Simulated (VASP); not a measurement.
# Al (C2/m) in VASP: further runs

The runs below take Al through single point, with PBE.

All numbers are computed with VASP 6.6.1; they aren't measurements. Logs are shortened: lines on timing, memory, paths and dates and some standing lists are left out, and cuts for length are marked.

## Step 1: The cell of the first run

It takes space group C2/m (No. 12, monoclinic). The conventional cell has a = 4.416 Å, b = 3.235 Å, c = 3.180 Å, α = 90.00°, β = 131.92°, γ = 90.00°. Within 3.6 Å of Al (site symmetry 2/m) lie 14 Al at 2.74 to 3.29 Å.

## Step 2: Single point, PBE (engineering shear strain xy -0.0700, strain +e along x and -e along y -0.0175)

The input, INCAR:

```
SYSTEM = Al
ALGO = Fast ; EDIFF = 1E-7
ENCUT = 520 ; GGA = PE
ISIF = 2 ; ISMEAR = 0
LASPH = .True. ; LCHARG = .False.
LREAL = .False. ; LWAVE = .False.
NBANDS = 8 ; NELM = 100
PREC = Accurate ; SIGMA = 0.15
```

The input, KPOINTS:

```
k-points
0
Gamma
  20 20 20
  0 0 0
```

The input, POSCAR:

```
Al
1.0
   -1.6458166693      1.7024295277      1.6175102401
    1.6458166693     -1.7024295277      1.6175102401
    1.5325909525      1.5892038109     -1.6175102401
Al
1
Direct
    0.0000000000      0.0000000000      0.0000000000
```

Potentials or basis: VASP PAW PBE potentials, release 64 (Al).

On the command line:

```
> cat potpaw_PBE.64/Al/POTCAR > POTCAR
> mpirun -np 1 vasp_std > vasp.out
```

OUTCAR:

```text
SYSTEM = Al
   EDIFF = 1E-7
   ENCUT = 520
   GGA = PE
   ISIF = 2
   ISMEAR = 0
   LASPH = .True.
   LREAL = .False.
   NELM = 100
   PREC = Accurate

 ion  position               nearest neighbor table
   1  0.000  0.000  0.000-

  LATTYP: Found a base centered monoclinic cell.
 ALAT       =     4.4156103905
 B/A-ratio  =     0.7326326813
 C/A-ratio  =     0.7202681949
 COS(beta)  =    -0.6681035353

  Lattice vectors:

 A1 = (  -1.5325909525,  -1.5892038109,   1.6175102401)
 A2 = (  -1.5325909525,  -1.5892038109,  -1.6175102401)
 A3 = (   3.1784076218,  -0.1132257168,   0.0000000000)

Analysis of symmetry for initial positions (statically):
=====================================================================
 Subroutine PRICEL returns:
 Original cell was already a primitive cell.

 Routine SETGRP: Setting up the symmetry group for a
 base centered monoclinic supercell.

 Subroutine GETGRP returns: Found  4 space group operations
 (whereof  4 operations were pure point group operations)
 out of a pool of  4 trial point group operations.

The static configuration has the point symmetry C_2h.

Analysis of symmetry for dynamics (positions and initial velocities):
=====================================================================
 Subroutine PRICEL returns:
 Original cell was already a primitive cell.

 Routine SETGRP: Setting up the symmetry group for a
 base centered monoclinic supercell.

 Subroutine GETGRP returns: Found  4 space group operations
 (whereof  4 operations were pure point group operations)
 out of a pool of  4 trial point group operations.

The dynamic configuration has the point symmetry C_2h.

 Subroutine INISYM returns: Found  4 space group operations
 (whereof  4 operations are pure point group operations),
 and found     1 'primitive' translations

----------------------------------------------------------------------------------------

                                     Primitive cell

  volume of cell :      16.9019

  direct lattice vectors                    reciprocal lattice vectors
    -1.645816669  1.702429528  1.617510240     0.010835689  0.304173271  0.309117054
     1.645816669 -1.702429528  1.617510240     0.315008960  0.010835689  0.309117054
     1.532590953  1.589203811 -1.617510240     0.325844649  0.315008960  0.000000000

[... 76 lines left out ...]
   LNONCOLLINEAR =      F non collinear calculations
   LSORBIT =      F    spin-orbit coupling
   LASPH  =      T    aspherical Exc in radial PAW
   ENCUT  =  520.0 eV  38.22 Ry    6.18 a.u.   5.33  5.33  5.09*2*pi/ulx,y,z
   NELM   =    100;   NELMIN=  2; NELMDL= -5     # of ELM steps
   EDIFF  = 0.1E-06   stopping-criterion for ELM
   LREAL  =      F    real-space projection
   EDIFFG = 0.1E-05   stopping-criterion for IOM
   NSW    =      0    number of steps for IOM
   IBRION =     -1    ionic relax: 0-MD 1-quasi-New 2-CG
   NFREE  =      0    steps in history (QN), initial steepest desc. (CG)
   ISIF   =      2    stress and relaxation
   ISYM   =      2    0-nonsym 1-usesym 2-fastsym
   POTIM  = 0.5000    time-step for ionic-motion
   TEBEG  =    0.0;   TEEND  =   0.0 temperature during run
   PSTRESS=    0.0 pullay stress
   NELECT =       3.0000    total number of electrons
   NUPDOWN=      -1.0000    fix difference up-down
   EMIN   =  10.00;   EMAX   =-10.00  energy-range for DOS
   EFERMI =   0.00;   METHOD = LEGACY
   ISMEAR =     0;   SIGMA  =   0.15  broadening in eV -4-tet -1-fermi 0-gaus
   EFERMI_NEDOS =   21; number of points for ismear=-14 and -15
   IALGO  =     68    algorithm
   IMIX   =      4    mixing-type and parameters
     AMIX     =   0.40;   BMIX     =  1.00
     AMIX_MAG =   1.60;   BMIX_MAG =  1.00
  volume/ion in A,a.u.               =      16.90       114.06
  Fermi-wavevector in a.u.,A,eV,Ry     =   0.920033  1.738610 11.516796  0.846461
  Thomas-Fermi vector in A             =   2.045293
   LORBIT       =      0    0 simple, 1 ext, 2 COOP (PROOUT), +10 PAW based schemes
   GGA     = PE    functional components
   LHFCALC =     F    Hartree Fock is set to
   AEXX    =    0.0000 exact exchange contribution
   IVDW    =     0    specifies the selected vdW correction
   LEPSILON=     F    determine dielectric tensor
   LRPA    =     F    only Hartree local field effects (RPA)
 non-spin polarized calculation
 RMM-DIIS sequential band-by-band and
 Gauss-broadening in eV      SIGMA  =   0.15
  energy-cutoff  :      520.00
  volume of cell :       16.90
 maximum number of plane-waves:       470
 NGX is ok and might be reduce to    24
   NGX = 11   NGY = 11   NGZ = 11

 number of electron       3.0000000 magnetization

 Free energy of the ion-electron system (eV)
  ---------------------------------------------------
  ext. energy  EPLUGINS =         0.00000000
  ---------------------------------------------------
  free energy    TOTEN  =        -3.64367710 eV

  energy without entropy =       -3.63898479  energy(sigma->0) =       -3.64133094

 E-fermi :   7.7451     XC(G=0): -10.1121

 val. band max:        7.7433745552   @ k =   0.2000   0.5000   0.0000
 cond. band min:       7.7452471514   @ k =  -0.3500   0.3500   0.1000
 fundamental gap:      0.0018725963
 Fermi energy:         7.7450955234

 k-point     1 :       0.0000    0.0000    0.0000
  band No.  band energies     occupation
      1      -3.2152      2.00000
      2      20.2791      0.00000
      3      20.3396      0.00000
      4      20.9697      0.00000
      5      21.5313      0.00000
      6      22.0719      0.00000
      7      22.6945      0.00000
      8      23.7262      0.00000
[... 243 lines left out ...]
 k-point    24 :      -0.4000    0.0500   -0.0000
  band No.  band energies     occupation
      1       0.6596      2.00000
      2       7.4346      1.99658
      3      14.5116      0.00000
      4      17.1608      0.00000
      5      19.4614      0.00000
      6      20.2523      0.00000
      7      25.8407      0.00000
      8      27.4918      0.00000

 [... further k-points ...]
[... 5 lines left out ...]
  --------------------------------------------------------------------------------------
  -------------------------------------------------------------------------------------
  Total       -0.0200624      0.1411616      0.0231016      0.3054544      0.0000000      0.0000000
  in kB       -1.9017657     13.3810882      2.1898634     28.9548562      0.0000000      0.0000000
  external PRESSURE =       4.5563953 kB  Pullay stress =       0.0000000 kB

 VOLUME and BASIS-vectors are now :
 -----------------------------------------------------------------------------
  energy-cutoff  :      520.00
  volume of cell :       16.90
      direct lattice vectors                 reciprocal lattice vectors
    -1.645816669  1.702429528  1.617510240     0.010835689  0.304173271  0.309117054
     1.645816669 -1.702429528  1.617510240     0.315008960  0.010835689  0.309117054
     1.532590953  1.589203811 -1.617510240     0.325844649  0.315008960  0.000000000

 POSITION                                       TOTAL-FORCE (eV/Angst)
 -----------------------------------------------------------------------------------
      0.00000      0.00000      0.00000        -0.000000      0.000000      0.000000
 -----------------------------------------------------------------------------------
    total drift:                                0.000000      0.000000     -0.000000

  FREE ENERGIE OF THE ION-ELECTRON SYSTEM (eV)
  ---------------------------------------------------
  free  energy   TOTEN  =        -3.6436771025 eV

  energy  without entropy=       -3.6389847851  energy(sigma->0) =       -3.64133094
```

OSZICAR:

```text
N       E                     dE             d eps       ncg     rms          rms(c)
DAV:   1    -0.227985579989E+01   -0.22799E+01   -0.83654E+02 33872   0.203E+02
DAV:   2    -0.366009740959E+01   -0.13802E+01   -0.13305E+01 47224   0.184E+01
DAV:   3    -0.366725496921E+01   -0.71576E-02   -0.71532E-02 41360   0.148E+00
DAV:   4    -0.366727598706E+01   -0.21018E-04   -0.21018E-04 49408   0.721E-02
DAV:   5    -0.366727606031E+01   -0.73252E-07   -0.73176E-07 41784   0.279E-03    0.122E+00
RMM:   6    -0.365336963090E+01    0.13906E-01   -0.12249E-03 33797   0.193E-01    0.711E-01
RMM:   7    -0.364366227382E+01    0.97074E-02   -0.38470E-03 40087   0.327E-01    0.114E-01
RMM:   8    -0.364367601712E+01   -0.13743E-04   -0.16909E-04 37327   0.809E-02    0.198E-02
RMM:   9    -0.364367855003E+01   -0.25329E-05   -0.22457E-05 38141   0.293E-02    0.117E-02
RMM:  10    -0.364367834695E+01    0.20307E-06   -0.44759E-06 39378   0.130E-02    0.324E-03
RMM:  11    -0.364367707756E+01    0.12694E-05   -0.83271E-07 38310   0.465E-03    0.293E-03
RMM:  12    -0.364367710248E+01   -0.24929E-07   -0.26691E-07 35108   0.312E-03
   1 F= -.36436771E+01 E0= -.36413309E+01  d E =-.469232E-02
```

Wall time 3.8 min (1 thread of Intel Xeon Platinum 8259CL at 2.50GHz (Skylake/Cascade Lake), shared host); peak memory 0.34 GiB.

Results:

```yaml
Free_energy: -3.6437 eV
Pressure: 0.5 GPa
Band_gap_on_the_k_mesh: zero (an odd number of electrons rules out a gap without spin polarisation)
```

Stress tensor (GPa, compression positive):
```
-0.19  2.90  0.00
 2.90  1.34  0.00
 0.00  0.00  0.22
```

Levels at points of the mesh, in eV from the Fermi level:
| k point | band 1 | band 2 | band 3 | band 4 | band 5 |
| --- | --- | --- | --- | --- | --- |
| (0.00, 0.00, 0.00) | -10.96 | 12.53 | 12.59 | 13.22 | 13.79 |
| (0.50, 0.00, 0.00) | -4.30 | -3.98 | 7.96 | 8.39 | 10.70 |
| (0.00, 0.50, 0.00) | -4.14 | -3.66 | 7.28 | 7.69 | 9.91 |
| (0.50, 0.50, 0.00) | -4.51 | -4.46 | 8.39 | 8.66 | 10.18 |
| (0.00, 0.00, 0.50) | -3.89 | -3.15 | 7.33 | 8.05 | 9.48 |
| (0.50, 0.50, 0.50) | 1.30 | 1.81 | 2.47 | 2.85 | 3.16 |

Caveat: the cell differs from its parent crystal (engineering shear strain xy -0.0700, strain +e along x and -e along y -0.0175).

(Part 1 of 2 ends here.)
